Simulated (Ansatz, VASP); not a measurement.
# LiF: VASP beside Ansatz

```
Li F
1.0
     3.28008    0.00000    0.00000
    -1.64004    2.84063    0.00000
     0.00000    0.00000    3.99960
Li F
2 2
Cartesian
  0.0000 1.8938 0.9999
  1.6400 0.9469 2.9997
  1.6400 0.9469 0.9999
  0.0000 1.8938 2.9997
```

Alike in both runs: task single point; functional r2SCAN; k mesh 12 × 12 × 6; no spin polarisation.

|  | VASP | Ansatz |
| --- | --- | --- |
| version | VASP 6.6.1 | Ansatz 0.2.0 |
| potentials or method | VASP PAW PBE potentials, release 64 (Li_sv, F) | plane waves, PAW |
| plane-wave cutoff (eV) | 520 | 500 |
| occupations | gaussian, width 0.01 eV | fixed |
| valence electrons in the cell | 20 | 20 |

```tsv
	VASP	Ansatz	Ansatz less VASP
gap on the k mesh at the Fermi level (eV)	8.64	8.53	-0.111
```

VASP's potentials were made for PBE, not for r2SCAN.

Noted on VASP's run: the cutoff is short for stress, so the pressure is rough.
